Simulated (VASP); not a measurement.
A run of VASP 6.6.1:

INCAR

```
PREC = Accurate ; ENCUT = 600
EDIFF = 1E-7 ; ISMEAR = 0
SIGMA = 0.1 ; LREAL = F
LASPH = T ; NELM = 60
ALGO = Normal ; ISIF = 3
LWAVE = F ; LCHARG = F
GGA = PE ; IBRION = 2
NSW = 100 ; EDIFFG = -0.01
```

KPOINTS

```
regular mesh
0
Gamma
  8 8 8
```

Contents of POSCAR:

```
Al7C
1.0
    0.0000000000      4.6320866079      4.6320866079
    4.6320866079      0.0000000000      4.6320866079
    4.6320866079      4.6320866079      0.0000000000
Al C
7 1
Direct
    0.2228145862      0.7771854138      0.7771854138
    0.7771854138      0.2228145862      0.2228145862
    0.7771854138      0.2228145862      0.7771854138
    0.2228145862      0.7771854138      0.2228145862
    0.7771854138      0.7771854138      0.2228145862
    0.2228145862      0.2228145862      0.7771854138
    0.5000000000      0.5000000000      0.5000000000
    0.0000000000      0.0000000000      0.0000000000
```

Potentials or basis: VASP PAW PBE potentials, release 64 (Al, C).

Launch:

```sh
$ cat potpaw_PBE.64/Al/POTCAR potpaw_PBE.64/C/POTCAR > POTCAR
$ mpirun -np 1 vasp_std > vasp.out
```

Hardware: 1 thread of Intel(R) Xeon(R) Platinum 8488C (Sapphire Rapids), on a shared host.

Estimate the wall time of this run.

Wall time 4.6 min on 1 thread of Intel(R) Xeon(R) Platinum 8488C (Sapphire Rapids), with other jobs on the host, peak memory 0.46 GiB. Counts: scf iterations 27, k points 29, ion steps 2.
